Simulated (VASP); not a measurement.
Wanted: the native input for a VASP 6.6.1 run.

```
Task                   : equation of state
Functional             : PBEsol
Potentials or basis    : VASP PAW PBE potentials, release 64 (Rb_sv_GW)
Cutoff                 : 450 eV
k mesh                 : 8 × 8 × 8
Occupations            : methfessel-paxton, width 0.1 eV
Spin                   : no spin polarisation
Tolerance level        : standard
Purpose                : choice of potentials
Eos scales             : [0.91, 0.94, 0.97, 1.0, 1.03, 1.06, 1.09]
Further INCAR settings : ALGO = Normal; EDIFF = 1e-07; NSW = 0
```

The structure of Rb lies in POSCAR.step2:

```
Rb
1.0
   -2.8941987776      2.8941987776      2.6750980186
    2.8941987776     -2.8941987776      2.6750980186
    2.8941987776      2.8941987776     -2.6750980186
Rb
1
Direct
    0.0000000000      0.0000000000      0.0000000000
```

The structure of Rb lies in POSCAR.step3:

```
Rb
1.0
   -2.9246662668      2.9246662668      2.7032590145
    2.9246662668     -2.9246662668      2.7032590145
    2.9246662668      2.9246662668     -2.7032590145
Rb
1
Direct
    0.0000000000      0.0000000000      0.0000000000
```

The structure of Rb lies in POSCAR.step4:

```
Rb
1.0
   -2.9545118615      2.9545118615      2.7308451955
    2.9545118615     -2.9545118615      2.7308451955
    2.9545118615      2.9545118615     -2.7308451955
Rb
1
Direct
    0.0000000000      0.0000000000      0.0000000000
```

The structure of Rb lies in POSCAR.step5:

```
Rb
1.0
   -2.9837663567      2.9837663567      2.7578850253
    2.9837663567     -2.9837663567      2.7578850253
    2.9837663567      2.9837663567     -2.7578850253
Rb
1
Direct
    0.0000000000      0.0000000000      0.0000000000
```

The structure of Rb lies in POSCAR.step6:

```
Rb
1.0
   -3.0124581780      3.0124581780      2.7844047774
    3.0124581780     -3.0124581780      2.7844047774
    3.0124581780      3.0124581780     -2.7844047774
Rb
1
Direct
    0.0000000000      0.0000000000      0.0000000000
```

The structure of Rb lies in POSCAR.step7:

```
Rb
1.0
   -3.0406136247      3.0406136247      2.8104287603
    3.0406136247     -3.0406136247      2.8104287603
    3.0406136247      3.0406136247     -2.8104287603
Rb
1
Direct
    0.0000000000      0.0000000000      0.0000000000
```

These files were run (other wordings do the same):

POSCAR.step1

```
Rb
1.0
   -2.8630759485      2.8630759485      2.6463312943
    2.8630759485     -2.8630759485      2.6463312943
    2.8630759485      2.8630759485     -2.6463312943
Rb
1
Direct
    0.0000000000      0.0000000000      0.0000000000
```

INCAR

```
GGA = PS
ISMEAR = 1
SIGMA = 0.1
LWAVE = False
LCHARG = False
ISIF = 2
NSW = 0
ENCUT = 450
PREC = Accurate
LASPH = True
LREAL = False
ALGO = Normal
EDIFF = 1E-7
NELM = 120
GGA_COMPAT = False
```

KPOINTS

```
k-points
0
Gamma
  8 8 8
```

Potentials or basis: VASP PAW PBE potentials, release 64 (Rb_sv_GW).

The run is started by

```bash
$ cat potpaw_PBE.64/Rb_sv_GW/POTCAR > POTCAR
$ cp POSCAR.step1 POSCAR
$ mpirun -np 1 vasp_std > vasp.out
$ cp POSCAR.step2 POSCAR
$ mpirun -np 1 vasp_std > vasp.out
$ cp POSCAR.step3 POSCAR
$ mpirun -np 1 vasp_std > vasp.out
$ cp POSCAR.step4 POSCAR
$ mpirun -np 1 vasp_std > vasp.out
$ cp POSCAR.step5 POSCAR
$ mpirun -np 1 vasp_std > vasp.out
$ cp POSCAR.step6 POSCAR
$ mpirun -np 1 vasp_std > vasp.out
$ cp POSCAR.step7 POSCAR
$ mpirun -np 1 vasp_std > vasp.out
```

It gave:

The equilibrium volume is 86.80 Å³/atom (rough: see the caveat) and the bulk modulus at fixed shape and positions is 3.0 GPa (rough).

Caveat: the cell was scaled at fixed shape and fractional positions, which overstates the stiffness of a crystal with free parameters, most of all of layers and chains; the PAW data sets were made with another functional, which shifts forces and pressure a little; the fit is rough or its minimum lies at the end of the range.

It took 2.6 min on 1 thread of Intel(R) Xeon(R) 6975P-C (Granite Rapids) (shared host), peak memory 0.23 GiB.
